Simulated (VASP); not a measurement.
Write the native input for VASP 6.6.1 that does the following.

- Task: single point
- Functional: LDA
- Potentials or basis: VASP PAW LDA potentials, release 64 (Ge_d)
- Cutoff: 520 eV
- k mesh: 6 × 6 × 2
- Occupations: fermi-dirac, width 0.05 eV
- Spin: no spin polarisation
- Dipole correction: no
- Further INCAR settings: ALGO = Normal; EDIFF = 1e-06; NBANDS = 36

The structure of Ge lies in POSCAR:

```
Ge
1.0
    4.1037054460      0.0000000000      0.0000000000
   -2.0518527230      3.5539131659      0.0000000000
    0.0000000000      0.0000000000     11.1380250504
Ge
4
Direct
    0.6666666667      0.3333333333      0.4148480000
    0.3333333333      0.6666666667      0.9148480000
    0.0000000000      0.0000000000      0.4774520000
    0.0000000000      0.0000000000      0.9774520000
```

These files were run (other wordings do the same):

INCAR

```
SYSTEM = Ge
ALGO = Normal ; EDIFF = 1E-6
ENCUT = 520 ; ISIF = 2
ISMEAR = -1 ; LASPH = .TRUE.
LCHARG = .FALSE. ; LREAL = .FALSE.
LWAVE = .FALSE. ; NBANDS = 36
NELM = 100 ; PREC = Accurate
SIGMA = 0.05
```

KPOINTS

```
k-points
0
G
  6 6 2
  0 0 0
```

Potentials or basis: VASP PAW LDA potentials, release 64 (Ge_d).

The run is started by

```bash
$ cat potpaw_LDA.64/Ge_d/POTCAR > POTCAR
$ mpirun -np 1 vasp_std > vasp.out
```

It gave:

The pressure is -3.2 GPa, the largest force is 0.355 eV/Å and the band gap on the k mesh is zero (filled and empty bands touch).

It took 60 s on 1 thread of Intel(R) Xeon(R) Platinum 8259CL CPU @ 2.50GHz (Skylake/Cascade Lake), on a shared host, peak memory 0.24 GiB.
